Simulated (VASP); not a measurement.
Input of a VASP 6.6.1 run:

The input INCAR:

```
SYSTEM = Ge
PREC = Accurate ; ENCUT = 520
EDIFF = 1E-6 ; ISMEAR = -1
SIGMA = 0.05 ; LREAL = .FALSE.
LASPH = .TRUE. ; NELM = 100
ALGO = Normal ; ISIF = 2
LWAVE = .FALSE. ; LCHARG = .TRUE.
GGA = PS ; LELF = .TRUE.
LVHAR = .TRUE. ; NBANDS = 66
```

The input KPOINTS:

```
Automatic mesh
0
G
  6 6 4
  0 0 0
```

File POSCAR:

```
Ge
1.0
    7.9966160389     -0.0097257371      0.0001605005
   -2.0034311404      3.4698438189      0.0002259919
    0.0001817203      0.0005294705      6.5877897211
Ge
8
Direct
    0.1668656050      0.6660312674     -0.0019280155
    0.3331682915      0.3325486211      0.4980743362
    0.1668653551      0.6662767490      0.3725603855
    0.3331893847      0.3323664291      0.8725554311
    0.6668445261      0.6662059690     -0.0019843092
    0.8331653870      0.3322195840      0.4980425732
    0.6668415415      0.6659195371      0.3725191745
    0.8332046130      0.3325877061      0.8725229336
```

Potentials or basis: VASP PAW PBE potentials, release 64 (Ge_d).

The run is started by

```sh
$ cat potpaw_PBE.64/Ge_d/POTCAR > POTCAR
$ mpirun -np 1 vasp_std > vasp.out
```

Question: What does it give for the band gap on the k mesh?

Answer: 0.07 eV.

Question: Predict the pressure.

Answer: 0.0 GPa.

Forces in eV/Å, atoms in the order of the input:
```
Ge   0.000  0.000  0.000
Ge   0.000  0.000 -0.001
Ge   0.001 -0.001  0.000
Ge  -0.001  0.000  0.000
Ge   0.002  0.001  0.001
Ge  -0.001  0.001 -0.001
Ge   0.001  0.001  0.000
Ge  -0.001 -0.001  0.001
```

Caveat: the PAW data sets were made with another functional, which shifts forces and pressure a little. A k mesh can miss the band edges.
